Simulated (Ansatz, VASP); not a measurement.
CsCl: VASP beside Ansatz

```
Cs Cl
1.0
     4.16276    0.00000    0.00000
     0.00000    4.16276    0.00000
     0.00000    0.00000    4.16276
Cs Cl
1 1
Direct
  0.00000 0.00000 0.00000
  0.50000 0.50000 0.50000
```

Alike in both runs: task single point; functional PBE; k mesh 6 × 6 × 6; no spin polarisation.

```csv
,VASP,Ansatz
version,VASP 6.6.1,Ansatz 0.2.0
potentials or method,"VASP PAW PBE potentials, release 64 (Cs_sv, Cl)","plane waves, PAW"
plane-wave cutoff (eV),500,420
occupations,"gaussian, width 0.01 eV",fixed
valence electrons in the cell,16,16
```

VASP gave:

- gap on the k mesh at the Fermi level (eV): 5.13
- pressure (GPa): 0.5

**Question.** Estimate Ansatz's values.

**Answer.** gap on the k mesh at the Fermi level (eV): 5.14; pressure (GPa): 0.5.

Neither program's run includes spin-orbit coupling.
